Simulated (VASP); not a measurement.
# PbS (Cmcm) in VASP: further runs

PbS is run at these levels: r2SCAN+D3(BJ), PBE exchange alone; tasks: single point, relaxation of cell and atoms.

All numbers are computed with VASP 6.6.1; they aren't measurements. Logs are shortened: lines on timing, memory, paths and dates and some standing lists are left out, and cuts for length are marked.

**1. The cell of the first run**

Symmetry: Cmcm, No. 63, orthorhombic system. The conventional cell has a = 4.215 Å, b = 12.140 Å, c = 4.336 Å, α = 90.00°, β = 90.00°, γ = 90.00°. Within 3.6 Å of Pb (site symmetry m2m) lie 5 S at 2.72 to 3.03 Å. S (site symmetry m2m) has 5 Pb at 2.72 to 3.03 Å within 3.6 Å.

**2. Single point, r2SCAN+D3(BJ)**

Input file POSCAR:

```
PbS
1.0
    2.1073236324     -6.0701387599      0.0000000000
    2.1073236324      6.0701387599      0.0000000000
    0.0000000000      0.0000000000      4.3356342523
Pb S
2 2
Direct
    0.1305633500      0.8694366500      0.2500000000
    0.8694366500      0.1305633500      0.7500000000
    0.3547970900      0.6452029100      0.2500000000
    0.6452029100      0.3547970900      0.7500000000
```

Input file INCAR.step1:

```
ALGO = Normal
EDIFF = 1E-4
ENCUT = 520
GGA = PE
ISMEAR = -1
LASPH = True
LCHARG = False
LREAL = False
LWAVE = True
NBANDS = 28
NELM = 80
PREC = Accurate
SIGMA = 0.05
```

Input file INCAR.step2:

```
ALGO = Normal
EDIFF = 1E-6
ENCUT = 520
ISIF = 2
ISMEAR = -1
ISTART = 1
IVDW = 12
LASPH = True
LCHARG = False
LMIXTAU = True
LREAL = False
LWAVE = False
METAGGA = R2SCAN
NBANDS = 28
NELM = 80
PREC = Accurate
SIGMA = 0.05
VDW_A1 = 0.49484001
VDW_A2 = 5.73083694
VDW_S6 = 1.0
VDW_S8 = 0.78981345
```

Input file KPOINTS:

```
k-points
0
Gamma
  7 7 6
```

Potentials or basis: VASP PAW PBE potentials, release 64 (Pb_d, S).

On the command line:

```bash
> cat potpaw_PBE.64/Pb_d/POTCAR potpaw_PBE.64/S/POTCAR > POTCAR
> cp INCAR.step1 INCAR
> mpirun -np 1 vasp_std > vasp.out
> cp INCAR.step2 INCAR
> mpirun -np 1 vasp_std > vasp.out
```

OUTCAR:

```text
EDIFF = 1E-6
   ENCUT = 520
   ISIF = 2
   ISMEAR = -1
   ISTART = 1
   IVDW = 12
   LASPH = True
   LREAL = False
   METAGGA = R2SCAN
   NELM = 80
   PREC = Accurate
 IVDW          = 12

 ion  position               nearest neighbor table
   1  0.131  0.869  0.250-   3 2.72   4 3.03   4 3.03   4 3.03   4 3.03   2 3.84   2 3.84
   2  0.869  0.131  0.750-   4 2.72   3 3.03   3 3.03   3 3.03   3 3.03   1 3.84   1 3.84
   3  0.355  0.645  0.250-   1 2.72   2 3.03   2 3.03   2 3.03   2 3.03
   4  0.645  0.355  0.750-   2 2.72   1 3.03   1 3.03   1 3.03   1 3.03

  LATTYP: Found a base centered orthorhombic cell.
 ALAT       =     4.2146472648
 B/A-ratio  =     2.8804966957
 C/A-ratio  =     1.0287063139

  Lattice vectors:

 A1 = (   2.1073236324,  -6.0701387599,   0.0000000000)
 A2 = (   2.1073236324,   6.0701387599,   0.0000000000)
 A3 = (   0.0000000000,   0.0000000000,   4.3356342523)

Analysis of symmetry for initial positions (statically):
=====================================================================
 Subroutine PRICEL returns:
 Original cell was already a primitive cell.

 Routine SETGRP: Setting up the symmetry group for a
 base centered orthorhombic supercell.

 Subroutine GETGRP returns: Found  8 space group operations
 (whereof  4 operations were pure point group operations)
 out of a pool of  8 trial point group operations.

The static configuration has the point symmetry C_2h.
 The point group associated with its full space group is D_2h.

Analysis of symmetry for dynamics (positions and initial velocities):
=====================================================================
 Subroutine PRICEL returns:
 Original cell was already a primitive cell.

 Routine SETGRP: Setting up the symmetry group for a
 base centered orthorhombic supercell.

 Subroutine GETGRP returns: Found  8 space group operations
 (whereof  4 operations were pure point group operations)
 out of a pool of  8 trial point group operations.

The dynamic configuration has the point symmetry C_2h.
 The point group associated with its full space group is D_2h.

 Subroutine INISYM returns: Found  8 space group operations
 (whereof  4 operations are pure point group operations),
 and found     1 'primitive' translations

----------------------------------------------------------------------------------------

                                     Primitive cell

  volume of cell :     110.9207

  direct lattice vectors                    reciprocal lattice vectors
     2.107323632 -6.070138760  0.000000000     0.237267780 -0.082370440  0.000000000
     2.107323632  6.070138760  0.000000000     0.237267780  0.082370440  0.000000000
     0.000000000  0.000000000  4.335634252     0.000000000  0.000000000  0.230646762

  length of vectors
     6.425527018  6.425527018  4.335634252     0.251159091  0.251159091  0.230646762

  position of ions in fractional coordinates (direct lattice)
     0.130563350  0.869436650  0.250000000
     0.869436650  0.130563350  0.750000000
     0.354797090  0.645202910  0.250000000
     0.645202910  0.354797090  0.750000000

  ion indices of the primitive-cell ions
   primitive index   ion index
                 1           1
                 2           2
                 3           3
                 4           4

----------------------------------------------------------------------------------------

 KPOINTS: k-points

Automatic generation of k-mesh.
 Grid dimensions read from file:
 generate k-points for:    7    7    6

 Generating k-lattice:

  Cartesian coordinates                     Fractional coordinates (reciprocal lattice)
     0.033895397 -0.011767206  0.000000000     0.142857143  0.000000000  0.000000000
     0.033895397  0.011767206  0.000000000     0.000000000  0.142857143  0.000000000
     0.000000000  0.000000000  0.038441127     0.000000000  0.000000000  0.166666667

  Length of vectors
     0.035879870  0.035879870  0.038441127

  Shift w.r.t. Gamma in fractional coordinates (k-lattice)
     0.000000000  0.000000000  0.000000000

[... 46 lines left out ...]
  ---------------------------------------------------
  free energy    TOTEN  =      -131.10666607 eV

  energy without entropy =     -131.10666606  energy(sigma->0) =     -131.10666607

 E-fermi :   5.0440     XC(G=0):  -9.9294

 val. band max:        4.2019862218   @ k =  -0.4286   0.4286   0.3333
 cond. band min:       5.8018084377   @ k =   0.4286   0.4286   0.0000
 fundamental gap:      1.5998222159
 Fermi energy:         5.0439962137

 k-point     1 :       0.0000    0.0000    0.0000
  band No.  band energies     occupation
      1     -12.6350      2.00000
      2     -12.5549      2.00000
      3     -12.5501      2.00000
      4     -12.5388      2.00000
      5     -12.5110      2.00000
      6     -12.5100      2.00000
[... 20 lines left out ...]
     27      10.6669      0.00000
     28      11.7716      0.00000

 k-point     2 :       0.1429    0.0000    0.0000
  band No.  band energies     occupation
      1     -12.6244      2.00000
      2     -12.5503      2.00000
      3     -12.5401      2.00000
      4     -12.5379      2.00000
      5     -12.5166      2.00000
      6     -12.5124      2.00000
[... 20 lines left out ...]
     27      10.9963      0.00000
     28      12.1832      0.00000

 k-point     3 :       0.2857    0.0000    0.0000
  band No.  band energies     occupation
      1     -12.5986      2.00000
      2     -12.5406      2.00000
      3     -12.5388      2.00000
      4     -12.5293      2.00000
      5     -12.5225      2.00000
      6     -12.5171      2.00000
[... 20 lines left out ...]
     27      12.1668      0.00000
     28      12.8624      0.00000

 k-point     4 :       0.4286    0.0000    0.0000
  band No.  band energies     occupation
      1     -12.5702      2.00000
      2     -12.5455      2.00000
      3     -12.5425      2.00000
      4     -12.5401      2.00000
      5     -12.5200      2.00000
      6     -12.5141      2.00000
[... 578 lines left out ...]
     27      11.7074      0.00000
     28      12.8676      0.00000

 k-point    23 :       0.4286    0.1429    0.1667
  band No.  band energies     occupation
      1     -12.5862      2.00000
      2     -12.5722      2.00000
      3     -12.5420      2.00000
      4     -12.5245      2.00000
      5     -12.5177      2.00000
      6     -12.5134      2.00000
[... 20 lines left out ...]
     27      12.0714      0.00000
     28      12.8247      0.00000

 k-point    24 :      -0.4286    0.1429    0.1667
  band No.  band energies     occupation
      1     -12.5992      2.00000
      2     -12.5537      2.00000
      3     -12.5383      2.00000
      4     -12.5298      2.00000
      5     -12.5206      2.00000
      6     -12.5159      2.00000
[... 20 lines left out ...]
     27      12.2224      0.00000
     28      13.0444      0.00000

 [... further k-points ...]

------------------------ aborting loop because EDIFF is reached ----------------------------------------

 Edisp (eV)   -0.61648

 E8    (eV) :    -0.2182

  FORCE on cell =-STRESS in cart. coord.  units (eV):
  Direction    XX          YY          ZZ          XY          YZ          ZX
  --------------------------------------------------------------------------------------
  -------------------------------------------------------------------------------------
  Total      -2.02390    -2.07537    -2.06231     0.00000     0.00000     0.00000
  in kB     -29.23395   -29.97739   -29.78866     0.00000     0.00000     0.00000
  external pressure =      -29.67 kB  Pullay stress =        0.00 kB

 VOLUME and BASIS-vectors are now :
 -----------------------------------------------------------------------------
  energy-cutoff  :      520.00
  volume of cell :      110.92
      direct lattice vectors                 reciprocal lattice vectors
     2.107323632 -6.070138760  0.000000000     0.237267780 -0.082370440  0.000000000
     2.107323632  6.070138760  0.000000000     0.237267780  0.082370440  0.000000000
     0.000000000  0.000000000  4.335634252     0.000000000  0.000000000  0.230646762

 POSITION                                       TOTAL-FORCE (eV/Angst)
 -----------------------------------------------------------------------------------
      2.10732      4.48506      1.08391         0.000000     -0.238857      0.000000
      2.10732     -4.48506      3.25173         0.000000      0.238857     -0.000000
      2.10732      1.76280      1.08391         0.000000      0.166007      0.000000
      2.10732     -1.76280      3.25173         0.000000     -0.166007      0.000000
 -----------------------------------------------------------------------------------
    total drift:                               -0.000000     -0.000000      0.000000

  FREE ENERGIE OF THE ION-ELECTRON SYSTEM (eV)
  ---------------------------------------------------
  free  energy   TOTEN  =      -131.7231429372 eV

  energy  without entropy=     -131.7231429299  energy(sigma->0) =     -131.72314293
```

Run time: 9.9 min. Hardware: 1 thread of Intel Xeon Platinum 8488C (Sapphire Rapids), shared host; peak memory 0.38 GiB.

Results:

| Property | Result |
| --- | --- |
| Free energy | -131.7231 eV |
| Pressure | -3.0 GPa |
| Largest force | 0.239 eV/Å |
| Band gap on the k mesh | 1.60 eV (least direct gap 1.77 eV) |
| Dispersion energy per atom | -0.154 eV |

Forces on the atoms (eV/Å):
```
Pb   0.000 -0.239  0.000
Pb   0.000  0.239  0.000
S    0.000  0.166  0.000
S    0.000 -0.166  0.000
```

Levels at points of the mesh, in eV from the valence-band top:
| k point | band 18 | band 19 | band 20 | band 21 | band 22 | band 23 |
| --- | --- | --- | --- | --- | --- | --- |
| (0.00, 0.00, 0.00) | -1.48 | -1.32 | -0.38 | 5.05 | 5.25 | 5.28 |
| (0.00, 0.00, 0.50) | -0.98 | -0.03 | -0.03 | 2.27 | 2.27 | 3.21 |

Caveat: the PAW data sets were made with another functional, which shifts forces and pressure a little; spin-orbit coupling is left out, which moves the levels of the heavy elements. A k mesh can miss the band edges.

**3. Single point, r2SCAN+D3(BJ)**

This run uses another cell than the first one, of 28.26 Å³/atom.

Input file POSCAR:

```
PbS
1.0
    2.1207464379     -6.1088031065      0.0000000000
    2.1207464379      6.1088031065      0.0000000000
    0.0000000000      0.0000000000      4.3632505017
Pb S
2 2
Direct
    0.1305633500      0.8694366500      0.2500000000
    0.8694366500      0.1305633500      0.7500000000
    0.3547970900      0.6452029100      0.2500000000
    0.6452029100      0.3547970900      0.7500000000
```

Input file INCAR.step1:

```
SYSTEM = PbS
PREC     = Accurate       ! precision mode
ENCUT    = 520            ! plane-wave cutoff, eV
ISMEAR   = -1             ! smearing method
SIGMA    = 0.05           ! smearing width, eV
LREAL    = .False.        ! projectors in reciprocal space
LASPH    = .True.         ! aspherical terms in the spheres
NELM     = 80             ! most SCF steps
NBANDS   = 28             ! bands
GGA      = PE             ! functional
ALGO     = Normal         ! electronic algorithm
EDIFF    = 1E-4           ! SCF threshold, eV
LWAVE    = .True.         ! write WAVECAR
LCHARG   = .False.        ! write CHGCAR
```

Input file INCAR.step2:

```
SYSTEM = PbS
PREC     = Accurate       ! precision mode
ENCUT    = 520            ! plane-wave cutoff, eV
EDIFF    = 1E-7           ! SCF threshold, eV
ISMEAR   = -1             ! smearing method
SIGMA    = 0.05           ! smearing width, eV
LREAL    = .False.        ! projectors in reciprocal space
LASPH    = .True.         ! aspherical terms in the spheres
NELM     = 80             ! most SCF steps
ALGO     = Normal         ! electronic algorithm
ISIF     = 2              ! what is computed and relaxed
LWAVE    = .False.        ! write WAVECAR
LCHARG   = .False.        ! write CHGCAR
METAGGA  = R2SCAN         ! meta-GGA
LMIXTAU  = .True.       
IVDW     = 12             ! dispersion correction
NBANDS   = 28             ! bands
VDW_S6   = 1.0          
VDW_S8   = 0.78981345   
VDW_A1   = 0.49484001   
VDW_A2   = 5.73083694   
ISTART   = 1
```

Input file KPOINTS:

```
Automatic mesh
0
Gamma
  7 7 6
  0 0 0
```

Potentials or basis: VASP PAW PBE potentials, release 64 (Pb_d, S).

On the command line:

```bash
> cat potpaw_PBE.64/Pb_d/POTCAR potpaw_PBE.64/S/POTCAR > POTCAR
> cp INCAR.step1 INCAR
> mpirun -np 1 vasp_std > vasp.out
> cp INCAR.step2 INCAR
> mpirun -np 1 vasp_std > vasp.out
```

Wall time 9.9 min (1 thread of Intel Xeon Platinum 8488C (Sapphire Rapids), shared host); peak memory 0.39 GiB.

It converged, with:

```
Free energy                : -131.6791 eV
Pressure                   : -3.7 GPa
Largest force              : 0.344 eV/Å
Band gap on the k mesh     : 1.62 eV (least direct gap 1.77 eV)
Dispersion energy per atom : -0.151 eV
```

Forces in eV/Å, atoms in the order of the input:
```
Pb   0.000 -0.344  0.000
Pb   0.000  0.344  0.000
S    0.000  0.228  0.000
S    0.000 -0.228  0.000
```

Levels at points of the mesh, in eV from the valence-band top:
```tsv
k point	band 18	band 19	band 20	band 21	band 22	band 23
(0.00, 0.00, 0.00)	-1.41	-1.25	-0.36	4.99	5.20	5.30
(0.00, 0.00, 0.50)	-0.93	-0.03	-0.03	2.27	2.27	3.21
```

Caveat: the cell stands under tension; the PAW data sets were made with another functional, which shifts forces and pressure a little; spin-orbit coupling is left out, which moves the levels of the heavy elements. A k mesh can miss the band edges.

**4. Relaxation of cell and atoms, PBE exchange alone**

This run uses another cell than the first one, of 26.66 Å³/atom.

Input file INCAR:

```
PREC = Accurate
ENCUT = 600
EDIFF = 1E-6
ISMEAR = -1
SIGMA = 0.05
LREAL = False
LASPH = True
NELM = 60
ALGO = Normal
ISIF = 3
LWAVE = False
LCHARG = False
GGA = PE
ALDAC = 0.0
AGGAC = 0.0
IBRION = 2
NSW = 60
EDIFFG = -0.01
```

Input file KPOINTS:

```
Automatic mesh
0
Gamma
  7 7 6
```

Input file POSCAR:

```
PbS
1.0
    2.0799526950     -5.9912968650      0.0000000000
    2.0799526950      5.9912968650      0.0000000000
    0.0000000000      0.0000000000      4.2793209400
Pb S
2 2
Direct
    0.1305633500      0.8694366500      0.2500000000
    0.8694366500      0.1305633500      0.7500000000
    0.3547970900      0.6452029100      0.2500000000
    0.6452029100      0.3547970900      0.7500000000
```

On the command line:

```bash
> cat potpaw_PBE.64/Pb_d/POTCAR potpaw_PBE.64/S/POTCAR > POTCAR
> mpirun -np 1 vasp_std > vasp.out
```

Wall time 41 min (1 thread of Intel Xeon 6975P-C (Granite Rapids), shared host); peak memory 0.44 GiB.

It converged, with:

```
Free energy                           : -13.5293 eV
Relaxed volume                        : 40.69 Å³/atom
Relaxed cell                          : a = 8.261 Å, b = 8.261 Å, c = 4.537 Å, α = 90.00°, β = 90.00°, γ = 148.28°
Space group after relaxing (to 0.1 Å) : Cmcm (No. 63)
Energy gained by relaxing             : 207.7 meV/atom
Ionic steps                           : 36
Pressure after relaxing               : 0.0 GPa
Largest force after relaxing          : 0.010 eV/Å
Band gap on the k mesh                : 1.67 eV
```

Forces in eV/Å, atoms in the order of the input:
```
Pb   0.000  0.010  0.000
Pb   0.000 -0.010  0.000
S    0.000  0.007  0.000
S    0.000 -0.007  0.000
```

Step by step:
| step | energy change (eV) | largest force (eV/Å) | pressure (GPa) | volume (Å³) |
| --- | --- | --- | --- | --- |
| 1 | 0.0000 | 0.4990 | 10.25 | 106.65 |
| 2 | -0.5645 | 0.7235 | -1.44 | 135.21 |
| 3 | -0.6019 | 0.5367 | 0.29 | 128.18 |
| 4 | -0.6019 | 0.5519 | 0.13 | 128.64 |
| 5 | -0.6330 | 0.4737 | 0.08 | 129.92 |
| 6 | -0.6908 | 0.1878 | 0.14 | 133.81 |
| 7 | -0.6971 | 0.0990 | 0.30 | 135.77 |
| 8 | -0.7209 | 0.0502 | 0.10 | 137.68 |
| 9 | -0.7681 | 0.0737 | -0.31 | 143.42 |
| 10 | -0.7943 | 0.2516 | -0.68 | 154.80 |
| 11 | -0.8045 | 0.1562 | 0.48 | 152.71 |
| 12 | -0.8069 | 0.1490 | 0.11 | 153.35 |
| 13 | -0.8121 | 0.1259 | 0.08 | 154.10 |
| 14 | -0.8197 | 0.0719 | -0.01 | 156.27 |
| 15 | -0.8244 | 0.0612 | -0.05 | 156.78 |
| 16 | -0.8272 | 0.0748 | -0.11 | 157.61 |
| 17 | -0.8281 | 0.0196 | 0.23 | 156.84 |
| 18 | -0.8286 | 0.0279 | 0.10 | 157.13 |
| 19 | -0.8291 | 0.0162 | 0.01 | 158.12 |
| 20 | -0.8291 | 0.0188 | 0.02 | 157.97 |
| 21 | -0.8293 | 0.0252 | -0.02 | 158.37 |
| 22 | -0.8295 | 0.0343 | -0.07 | 158.89 |
| 23 | -0.8294 | 0.0520 | -0.15 | 159.92 |
| 24 | -0.8295 | 0.0406 | -0.09 | 159.25 |
| 25 | -0.8296 | 0.0381 | -0.08 | 159.29 |
| 26 | -0.8298 | 0.0318 | -0.07 | 159.42 |
| 27 | -0.8301 | 0.0190 | -0.02 | 159.66 |
| 28 | -0.8304 | 0.0071 | 0.06 | 160.15 |
| 29 | -0.8306 | 0.0069 | 0.05 | 160.62 |
| 30 | -0.8308 | 0.0123 | 0.02 | 161.27 |
| 31 | -0.8308 | 0.0227 | -0.04 | 162.57 |
| 32 | -0.8308 | 0.0178 | -0.01 | 162.01 |
| 33 | -0.8308 | 0.0196 | -0.01 | 162.18 |
| 34 | -0.8309 | 0.0125 | 0.00 | 162.34 |
| 35 | -0.8309 | 0.0147 | 0.02 | 162.46 |
| 36 | -0.8310 | 0.0096 | 0.00 | 162.77 |

Final structure:
```
Pb S
1.0
     2.25722   -7.94627    0.00000
     2.25722    7.94627    0.00000
     0.00000    0.00000    4.53746
Pb S
2 2
Cartesian
  2.2572 5.4039 1.1344
  2.2572 -5.4039 3.4031
  2.2572 2.6137 1.1344
  2.2572 -2.6137 3.4031
```

Levels at points of the mesh, in eV from the valence-band top:
| k point | band 17 | band 18 | band 19 | band 20 | band 21 | band 22 | band 23 | band 24 |
| --- | --- | --- | --- | --- | --- | --- | --- | --- |
| (0.00, 0.00, 0.00) | -1.70 | -0.83 | -0.82 | -0.18 | 3.26 | 3.94 | 4.50 | 4.60 |
| (0.00, 0.00, 0.50) | -0.60 | -0.60 | -0.12 | -0.12 | 1.92 | 1.92 | 2.87 | 2.87 |

Caveat: the volume moved by over 15 % at a fixed basis, so the end points are rough; spin-orbit coupling is left out, which moves the levels of the heavy elements. A k mesh can miss the band edges.

**5. Summary**

| task | level | cell | cutoff (eV) | gap on the mesh (eV) | pressure (GPa) | largest force (eV/Å) |
| --- | --- | --- | --- | --- | --- | --- |
| single point | r2SCAN+D3(BJ) | a = 6.426, b = 6.426, c = 4.336 Å, angles 90.0, 90.0, 141.7°, 4 atoms | 520 | 1.60 | -3.0 | 0.24 |
| single point | r2SCAN+D3(BJ) | a = 6.466, b = 6.466, c = 4.363 Å, angles 90.0, 90.0, 141.7°, 4 atoms | 520 | 1.62 | -3.7 | 0.34 |
| relaxation of cell and atoms | PBE exchange alone | relaxed from a = 6.342, b = 6.342, c = 4.279 Å, angles 90.0, 90.0, 141.7°, 4 atoms | 600 | 1.67 | 0.0 | 0.01 |

Alike in all rows: potentials or basis VASP PAW PBE potentials, release 64 (Pb_d, S); no spin polarisation; k mesh 7 × 7 × 6; smearing fermi-dirac 0.05 eV.

Caveats: spin-orbit coupling is left out, which moves the levels of the heavy elements; the PAW data sets were made with another functional, which shifts forces and pressure a little (at least some runs); the cell stands under tension (at least some runs); the volume moved by over 15 % at a fixed basis, so the end points are rough (at least some runs).

Total energies depend on the potentials used, so only differences within one code and one set of settings carry meaning.
